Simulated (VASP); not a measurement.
**PbS: single point with PBE0**

Crystal: PbS.

```
Pb S
1.0
     2.14046    1.23580    3.49734
    -2.14046    1.23580    3.49734
     0.00000   -2.47159    3.49734
Pb S
1 1
Cartesian
  0.0000 0.0000 10.2881
  0.0000 0.0000 4.9841
```

```
Program             : VASP 6.6.1
Task                : single point
Functional          : PBE0
Potentials or basis : VASP PAW PBE potentials, release 64 (Pb_d, S)
Cutoff              : 520 eV
k mesh              : 4 × 4 × 4
Occupations         : fermi-dirac, width 0.05 eV
Spin                : no spin polarisation
```

| Item | Value |
| --- | --- |
| Pressure | -2.4 GPa |
| Largest force | 0.041 eV/Å |
| Band gap on the k mesh | 1.73 eV, direct |

Forces in eV/Å, atoms in the order of the input:
```
Pb   0.000  0.000  0.041
S    0.000  0.000 -0.041
```

Levels at points of the mesh, in eV from the valence-band top:
```csv
k point,band 6,band 7,band 8,band 9,band 10,band 11,band 12,band 13,band 14,band 15
"(0.00, 0.00, 0.00)",-14.57,-6.50,-2.18,-2.18,-2.18,6.63,6.66,6.66,8.39,8.39
"(0.50, 0.00, 0.00)",-13.40,-9.28,-1.82,-1.81,0.00,1.73,3.41,3.41,10.15,12.01
"(0.50, 0.50, 0.00)",-13.01,-7.61,-5.29,-3.48,-3.47,5.38,7.07,7.16,7.18,12.97
"(0.50, 0.50, 0.50)",-13.40,-9.27,-1.81,-1.81,-0.01,1.74,3.40,3.40,10.14,12.01
```

It took 16 min on 1 thread of Oxide Virtual Turin-like Processor, with other jobs on the host, peak memory 0.16 GiB.

Caveat: the k points lie up to 0.45 Å⁻¹ apart; the PAW data sets were made with another functional, which shifts forces and pressure a little; spin-orbit coupling is left out, which moves the levels of the heavy elements. A k mesh can miss the band edges.
